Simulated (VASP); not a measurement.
# Al2O3 (P-6m2) in VASP: notebook

The runs below take Al2O3 through single point, with PBE+D3(BJ).

Everything below comes from runs of VASP 6.6.1. Logs are shortened: lines on timing, memory, paths and dates and some standing lists are left out, and cuts for length are marked.

## Step 1: The cell of the first run

The structure is hexagonal, space group P-6m2 (No. 187). Conventional cell: a = 2.838 Å, b = 2.838 Å, c = 7.515 Å, α = 90.00°, β = 90.00°, γ = 120.00°. Al (site symmetry 3m) has 6 O at 1.78 to 2.18 Å within 2.4 Å. Within 2.4 Å of O (site symmetry 3m) lie 3 Al at 1.78 Å. Within 2.9 Å of O (site symmetry -6m2) lie 6 Al at 2.18 Å and 12 O at 2.69 to 2.84 Å.

## Step 2: Single point, PBE+D3(BJ)

INCAR

```
PREC     = Accurate       # precision mode
ENCUT    = 520            # plane-wave cutoff, eV
EDIFF    = 1E-6           # SCF threshold, eV
ISMEAR   = 0              # smearing method
SIGMA    = 0.05           # smearing width, eV
LREAL    = F              # projectors in reciprocal space
LASPH    = T              # aspherical terms in the spheres
NELM     = 80             # most SCF steps
ALGO     = Normal         # electronic algorithm
ISIF     = 2              # what is computed and relaxed
LWAVE    = F              # write WAVECAR
LCHARG   = F              # write CHGCAR
GGA      = PE             # functional
IVDW     = 12             # dispersion correction
NBANDS   = 20             # bands
```

KPOINTS

```
Automatic mesh
0
Gamma
  9 9 4
```

POSCAR

```
Al2O3
1.0
    2.8385000000      0.0000000000      0.0000000000
   -1.4192500000      2.4582131086      0.0000000000
    0.0000000000      0.0000000000      7.5151000000
Al O
2 3
Direct
    0.0000000000      0.0000000000      0.1907358529
    0.0000000000      0.0000000000      0.8092641471
    0.3333333333      0.6666666667      0.2840924954
    0.6666666667      0.3333333333      0.0000000000
    0.3333333333      0.6666666667      0.7159075046
```

Potentials or basis: VASP PAW PBE potentials, release 64 (Al, O).

On the command line:

```bash
$ cat potpaw_PBE.64/Al/POTCAR potpaw_PBE.64/O/POTCAR > POTCAR
$ mpirun -np 1 vasp_std > vasp.out
```

OUTCAR:

```text
PREC = Accurate
   ENCUT = 520
   EDIFF = 1E-6
   ISMEAR = 0
   LREAL = F
   LASPH = T
   NELM = 80
   ISIF = 2
   GGA = PE
   IVDW = 12
 IVDW          = 12

 ion  position               nearest neighbor table
   1  0.000  0.000  0.191-   3 1.78   3 1.78   3 1.78   4 2.18   4 2.18   4 2.18   2 2.87
   2  0.000  0.000  0.809-   5 1.78   5 1.78   5 1.78   4 2.18   4 2.18   4 2.18   1 2.87
   3  0.333  0.667  0.284-   1 1.78   1 1.78   1 1.78
   4  0.667  0.333  0.000-   1 2.18   2 2.18   1 2.18   2 2.18   1 2.18   2 2.18
   5  0.333  0.667  0.716-   2 1.78   2 1.78   2 1.78

  LATTYP: Found a hexagonal cell.
 ALAT       =     2.8385000000
 C/A-ratio  =     2.6475603312

  Lattice vectors:

 A1 = (   2.8385000000,   0.0000000000,   0.0000000000)
 A2 = (  -1.4192500000,   2.4582131086,   0.0000000000)
 A3 = (   0.0000000000,   0.0000000000,   7.5151000000)

Analysis of symmetry for initial positions (statically):
=====================================================================
 Subroutine PRICEL returns:
 Original cell was already a primitive cell.

 Routine SETGRP: Setting up the symmetry group for a
 hexagonal supercell.

 Subroutine GETGRP returns: Found 12 space group operations
 (whereof 12 operations were pure point group operations)
 out of a pool of 24 trial point group operations.

The static configuration has the point symmetry D_3h.

Analysis of symmetry for dynamics (positions and initial velocities):
=====================================================================
 Subroutine PRICEL returns:
 Original cell was already a primitive cell.

 Routine SETGRP: Setting up the symmetry group for a
 hexagonal supercell.

 Subroutine GETGRP returns: Found 12 space group operations
 (whereof 12 operations were pure point group operations)
 out of a pool of 24 trial point group operations.

The dynamic configuration has the point symmetry D_3h.

 Subroutine INISYM returns: Found 12 space group operations
 (whereof 12 operations are pure point group operations),
 and found     1 'primitive' translations

----------------------------------------------------------------------------------------

                                     Primitive cell

  volume of cell :      52.4376

  direct lattice vectors                    reciprocal lattice vectors
     2.838500000  0.000000000  0.000000000     0.352298749  0.203399778  0.000000000
    -1.419250000  2.458213109  0.000000000     0.000000000  0.406799556  0.000000000
     0.000000000  0.000000000  7.515100000     0.000000000  0.000000000  0.133065428

  length of vectors
     2.838500000  2.838500000  7.515100000     0.406799556  0.406799556  0.133065428

  position of ions in fractional coordinates (direct lattice)
     0.000000000  0.000000000  0.190735853
     0.000000000  0.000000000  0.809264147
     0.333333333  0.666666667  0.284092495
     0.666666667  0.333333333  0.000000000
     0.333333333  0.666666667  0.715907505

  ion indices of the primitive-cell ions
   primitive index   ion index
                 1           1
                 2           2
                 3           3
                 4           4
                 5           5

----------------------------------------------------------------------------------------

 KPOINTS: Automatic mesh

Automatic generation of k-mesh.
 Grid dimensions read from file:
 generate k-points for:    9    9    4

 Generating k-lattice:

  Cartesian coordinates                     Fractional coordinates (reciprocal lattice)
     0.039144305  0.022599975  0.000000000     0.111111111 -0.000000000  0.000000000
     0.000000000  0.045199951  0.000000000     0.000000000  0.111111111  0.000000000
     0.000000000  0.000000000  0.033266357     0.000000000  0.000000000  0.250000000

  Length of vectors
     0.045199951  0.045199951  0.033266357

  Shift w.r.t. Gamma in fractional coordinates (k-lattice)
     0.000000000  0.000000000  0.000000000

 Subroutine IBZKPT returns following result:
 ===========================================

 Found     36 irreducible k-points:

 Following reciprocal coordinates:
            Coordinates               Weight
  0.000000  0.000000  0.000000      1.000000
  0.111111  0.000000  0.000000      6.000000
  0.222222 -0.000000  0.000000      6.000000
  0.333333  0.000000  0.000000      6.000000
  0.444444 -0.000000  0.000000      6.000000
  0.111111  0.111111  0.000000      6.000000
[... 16 lines left out ...]
  0.333333  0.222222  0.250000     24.000000
  0.333333  0.333333  0.250000      4.000000
 [... further k-points ...]
   k-points           NKPTS =     36   k-points in BZ     NKDIM =     36   number of bands    NBANDS=     20
   number of dos      NEDOS =    301   number of ions     NIONS =      5
   total plane-waves  NPLWV =  32256
   dimension x,y,z NGX =    24 NGY =   24 NGZ =   56
   dimension x,y,z NGXF=    48 NGYF=   48 NGZF=  112
   ions per type =               2   3
   NGX,Y,Z   is equivalent  to a cutoff of  14.06, 14.06, 12.39 a.u.
   NGXF,Y,Z  is equivalent  to a cutoff of  28.11, 28.11, 24.78 a.u.
 SYSTEM =  unknown system
   PREC   = accura    normal or accurate (medium, high low for compatibility)
   ISTART =      0    job   : 0-new  1-cont  2-samecut
   ICHARG =      2    charge: 1-file 2-atom 10-const
   ISPIN  =      1    spin polarized calculation?
   LNONCOLLINEAR =      F non collinear calculations
   LSORBIT =      F    spin-orbit coupling
   LASPH  =      T    aspherical Exc in radial PAW
   ENCUT  =  520.0 eV  38.22 Ry    6.18 a.u.   5.28  5.28 13.97*2*pi/ulx,y,z
   NELM   =     80;   NELMIN=  2; NELMDL= -5     # of ELM steps
   EDIFF  = 0.1E-05   stopping-criterion for ELM
   LREAL  =      F    real-space projection
   EDIFFG = 0.1E-04   stopping-criterion for IOM
   NSW    =      0    number of steps for IOM
   IBRION =     -1    ionic relax: 0-MD 1-quasi-New 2-CG
   NFREE  =      0    steps in history (QN), initial steepest desc. (CG)
   ISIF   =      2    stress and relaxation
   ISYM   =      2    0-nonsym 1-usesym 2-fastsym
   POTIM  = 0.5000    time-step for ionic-motion
   TEBEG  =    0.0;   TEEND  =   0.0 temperature during run
   PSTRESS=    0.0 pullay stress
   NELECT =      24.0000    total number of electrons
   NUPDOWN=      -1.0000    fix difference up-down
   EMIN   =  10.00;   EMAX   =-10.00  energy-range for DOS
   EFERMI =   0.00;   METHOD = LEGACY
   ISMEAR =     0;   SIGMA  =   0.05  broadening in eV -4-tet -1-fermi 0-gaus
   EFERMI_NEDOS =   21; number of points for ismear=-14 and -15
   IALGO  =     38    algorithm
   IMIX   =      4    mixing-type and parameters
     AMIX     =   0.40;   BMIX     =  1.00
     AMIX_MAG =   1.60;   BMIX_MAG =  1.00
  volume/ion in A,a.u.               =      10.49        70.77
  Fermi-wavevector in a.u.,A,eV,Ry     =   1.261627  2.384129 21.656417  1.591702
  Thomas-Fermi vector in A             =   2.395076
   LORBIT       =      0    0 simple, 1 ext, 2 COOP (PROOUT), +10 PAW based schemes
   GGA     = PE    functional components
   LHFCALC =     F    Hartree Fock is set to
   AEXX    =    0.0000 exact exchange contribution
   IVDW    =    12    specifies the selected vdW correction
   LEPSILON=     F    determine dielectric tensor
   LRPA    =     F    only Hartree local field effects (RPA)
 non-spin polarized calculation
 Gauss-broadening in eV      SIGMA  =   0.05
  energy-cutoff  :      520.00
  volume of cell :       52.44
 maximum number of plane-waves:      1428
 NGX is ok and might be reduce to    24
   NGX = 11   NGY = 11   NGZ = 27

 number of electron      23.9999995 magnetization

 Free energy of the ion-electron system (eV)
  ---------------------------------------------------
  ext. energy  EPLUGINS =         0.00000000
  ---------------------------------------------------
  free energy    TOTEN  =       -36.29870705 eV

  energy without entropy =      -36.29870705  energy(sigma->0) =      -36.29870705

 E-fermi :   3.7872     XC(G=0): -10.2524

 val. band max:        3.4870522726   @ k =   0.1111   0.1111   0.0000
 cond. band min:       8.3376963418   @ k =   0.0000   0.0000   0.0000
 fundamental gap:      4.8506440692
 Fermi energy:         3.7871586458

 k-point     1 :       0.0000    0.0000    0.0000
  band No.  band energies     occupation
      1     -15.3323      2.00000
      2     -14.4168      2.00000
      3     -13.2451      2.00000
      4      -1.7015      2.00000
      5       0.8486      2.00000
      6       2.0638      2.00000
[... 12 lines left out ...]
     19      18.9170      0.00000
     20      18.9276      0.00000

 k-point     2 :       0.1111    0.0000    0.0000
  band No.  band energies     occupation
      1     -15.1767      2.00000
      2     -14.2981      2.00000
      3     -13.1782      2.00000
      4      -1.6064      2.00000
      5       0.7117      2.00000
      6       1.5769      2.00000
[... 12 lines left out ...]
     19      18.1139      0.00000
     20      19.1030      0.00000

 k-point     3 :       0.2222   -0.0000    0.0000
  band No.  band energies     occupation
      1     -14.7431      2.00000
      2     -13.9798      2.00000
      3     -13.0166      2.00000
      4      -1.4882      2.00000
      5      -0.2074      2.00000
      6       0.5703      2.00000
[... 12 lines left out ...]
     19      17.5546      0.00000
     20      18.6996      0.00000

 k-point     4 :       0.3333    0.0000    0.0000
  band No.  band energies     occupation
      1     -14.1420      2.00000
      2     -13.5824      2.00000
      3     -12.8770      2.00000
      4      -1.8381      2.00000
      5      -1.5287      2.00000
      6      -0.4287      2.00000
[... 429 lines left out ...]
 k-point    23 :       0.3333    0.2222    0.2500
  band No.  band energies     occupation
      1     -13.3713      2.00000
      2     -13.1958      2.00000
      3     -12.8664      2.00000
      4      -1.9798      2.00000
      5      -1.9335      2.00000
      6      -0.7827      2.00000
[... 12 lines left out ...]
     19      16.6169      0.00000
     20      17.5515      0.00000

 k-point    24 :       0.3333    0.3333    0.2500
  band No.  band energies     occupation
      1     -13.1523      2.00000
      2     -13.1131      2.00000
      3     -12.9428      2.00000
      4      -1.8819      2.00000
      5      -1.6635      2.00000
      6      -0.6188      2.00000
[... 12 lines left out ...]
     19      16.6647      0.00000
     20      17.2510      0.00000

 [... further k-points ...]

------------------------ aborting loop because EDIFF is reached ----------------------------------------

 Edisp (eV)   -0.96346

 E8    (eV) :    -0.3641

  FORCE on cell =-STRESS in cart. coord.  units (eV):
  Direction    XX          YY          ZZ          XY          YZ          ZX
  --------------------------------------------------------------------------------------
  -------------------------------------------------------------------------------------
  Total       1.61227     1.61227    -2.48111     0.00000    -0.00000     0.00000
  in kB      49.26134    49.26134   -75.80763     0.00000    -0.00000     0.00000
  external pressure =        7.57 kB  Pullay stress =        0.00 kB

 VOLUME and BASIS-vectors are now :
 -----------------------------------------------------------------------------
  energy-cutoff  :      520.00
  volume of cell :       52.44
      direct lattice vectors                 reciprocal lattice vectors
     2.838500000  0.000000000  0.000000000     0.352298749  0.203399778  0.000000000
    -1.419250000  2.458213109  0.000000000     0.000000000  0.406799556  0.000000000
     0.000000000  0.000000000  7.515100000     0.000000000  0.000000000  0.133065428

 POSITION                                       TOTAL-FORCE (eV/Angst)
 -----------------------------------------------------------------------------------
      0.00000      0.00000      1.43340         0.000000     -0.000000     -0.490549
      0.00000      0.00000      6.08170         0.000000      0.000000      0.490549
     -0.00000      1.63881      2.13498        -0.000000     -0.000000     -0.182467
      1.41925      0.81940      0.00000         0.000000     -0.000000      0.000000
     -0.00000      1.63881      5.38012        -0.000000      0.000000      0.182467
 -----------------------------------------------------------------------------------
    total drift:                                0.000000     -0.000000      0.000000

  FREE ENERGIE OF THE ION-ELECTRON SYSTEM (eV)
  ---------------------------------------------------
  free  energy   TOTEN  =       -37.2621710376 eV

  energy  without entropy=      -37.2621710376  energy(sigma->0) =      -37.26217104
```

It took 26 s on 1 thread of AMD EPYC 9R45 (Zen 5), shared host; peak memory 0.17 GiB.

Results:

```yaml
Free_energy: -37.2622 eV
Pressure: 0.8 GPa
Largest_force: 0.491 eV/Å
Band_gap_on_the_k_mesh: 4.85 eV, indirect (least direct gap 4.99 eV)
Dispersion_energy_per_atom: -0.193 eV
```

Forces on the atoms (eV/Å):
```
Al   0.000  0.000 -0.491
Al   0.000  0.000  0.491
O    0.000  0.000 -0.182
O    0.000  0.000  0.000
O    0.000  0.000  0.182
```

Levels at points of the mesh, in eV from the valence-band top:
| k point | band 9 | band 10 | band 11 | band 12 | band 13 | band 14 | band 15 | band 16 |
| --- | --- | --- | --- | --- | --- | --- | --- | --- |
| (0.00, 0.00, 0.00) | -1.24 | -0.40 | -0.40 | -0.14 | 4.85 | 7.96 | 8.51 | 11.71 |
| (0.00, 0.00, 0.50) | -1.26 | -0.74 | -0.40 | -0.40 | 5.33 | 7.41 | 8.54 | 12.09 |

A k mesh can miss the band edges.

[end of part 1 of 2]
